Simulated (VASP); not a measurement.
Wanted: the native input for a VASP 6.6.1 run.

* Task: relaxation of cell and atoms
* Functional: PBE
* Potentials or basis: VASP PAW PBE potentials, release 64 (Li_sv, H)
* Cutoff: 750 eV
* k mesh: 6 × 6 × 2
* Occupations: gaussian, width 0.1 eV
* Spin: no spin polarisation
* Dipole correction: no
* Further INCAR settings: ALGO = Normal; EDIFF = 1e-07; IBRION = 2; EDIFFG = -0.04; NSW = 90; ISIF = 3

The structure of LiH lies in POSCAR:

```
LiH
1.0
    3.2430000000      0.0000000000      0.0000000000
   -1.6215000000      2.8085203800      0.0000000000
    0.0000000000      0.0000000000     13.3578329100
Li H
5 5
Direct
    0.0000000000      0.0000000000      0.8000000000
    0.0000000000      0.0000000000      0.0000000000
    0.0000000000      0.0000000000      0.2000000000
    0.3333333300      0.6666666700      0.4000000000
    0.6666666700      0.3333333300      0.6000000000
    0.3333333300      0.6666666700      0.7000000000
    0.6666666700      0.3333333300      0.9000000000
    0.3333333300      0.6666666700      0.1000000000
    0.6666666700      0.3333333300      0.3000000000
    0.0000000000      0.0000000000      0.5000000000
```

The input as run:

INCAR

```
SYSTEM = LiH
ALGO     = Normal         ! electronic algorithm
EDIFF    = 1E-7           ! SCF threshold, eV
EDIFFG   = -0.04          ! ionic threshold
ENCUT    = 750            ! plane-wave cutoff, eV
GGA      = PE             ! functional
GGA_COMPAT= .FALSE.      
IBRION   = 2              ! ionic algorithm
ISIF     = 3              ! what is computed and relaxed
ISMEAR   = 0              ! smearing method
LASPH    = .TRUE.         ! aspherical terms in the spheres
LCHARG   = .FALSE.        ! write CHGCAR
LREAL    = .FALSE.        ! projectors in reciprocal space
LWAVE    = .FALSE.        ! write WAVECAR
NELM     = 120            ! most SCF steps
NELMIN   = 4            
NSW      = 90             ! ionic steps
PREC     = Accurate       ! precision mode
SIGMA    = 0.1            ! smearing width, eV
```

KPOINTS

```
k-points
0
G
  6 6 2
  0 0 0
```

Potentials or basis: VASP PAW PBE potentials, release 64 (Li_sv, H).

Run with:

```sh
$ cat potpaw_PBE.64/Li_sv/POTCAR potpaw_PBE.64/H/POTCAR > POTCAR
$ mpirun -np 1 vasp_std > vasp.out
```

It gave:

```json
{
  "Relaxed volume": "8.12 Å³/atom",
  "Relaxed cell": "a = 2.816 Å, b = 2.816 Å, c = 11.831 Å, α = 90.00°, β = 90.00°, γ = 120.00°",
  "Space group after relaxing (to 0.1 Å)": "P-3m1 (No. 164)",
  "Energy gained by relaxing": "129.1 meV/atom",
  "Ionic steps": "10",
  "Pressure after relaxing": "-0.1 GPa",
  "Largest force after relaxing": "0.021 eV/Å",
  "Band gap on the k mesh": "3.45 eV (least direct gap 3.50 eV)"
}
```

Caveat: the volume moved by over 15 % at a fixed basis, so the end points are rough.

It took 11 min on 1 thread of Intel Xeon 8259CL, on a shared host, peak memory 0.33 GiB.
